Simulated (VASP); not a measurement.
A run of VASP 6.6.1:

The input INCAR:

```
SYSTEM = KZnF3
PREC = Accurate ; ENCUT = 520
EDIFF = 1E-6 ; ISMEAR = 0
SIGMA = 0.05 ; LREAL = .FALSE.
LASPH = .TRUE. ; NELM = 60
ALGO = Normal ; ISIF = 2
LWAVE = .FALSE. ; LCHARG = .FALSE.
GGA = CA ; NBANDS = 29
```

Contents of KPOINTS:

```
Automatic mesh
0
G
  6 6 6
  0 0 0
```

File POSCAR:

```
KZnF3
1.0
    4.6753834767      0.0000000000      0.0000000000
    0.0000000000      4.6753834767      0.0000000000
    0.0000000000      0.0000000000      3.0389992599
K Zn F
1 1 3
Direct
    0.0000000000      0.0000000000      0.0000000000
    0.5000000000      0.5000000000      0.5000000000
    0.5000000000      0.5000000000      0.0000000000
    0.0000000000      0.5000000000      0.5000000000
    0.5000000000      0.0000000000      0.5000000000
```

Potentials or basis: VASP PAW LDA potentials, release 64 (K_sv, Zn, F).

The run is started by

```console
$ cat potpaw_LDA.64/K_sv/POTCAR potpaw_LDA.64/Zn/POTCAR potpaw_LDA.64/F/POTCAR > POTCAR
$ mpirun -np 1 vasp_std > vasp.out
```

Hardware: 1 thread of Intel(R) Xeon(R) 6975P-C (Granite Rapids), with other jobs on the host.

**Question.** How long does it take, and how much memory?

**Answer.** Run time: 40 s on 1 thread of Intel(R) Xeon(R) 6975P-C (Granite Rapids) (shared host), peak memory 0.2 GiB. Counts: scf iterations 15, k points 40.
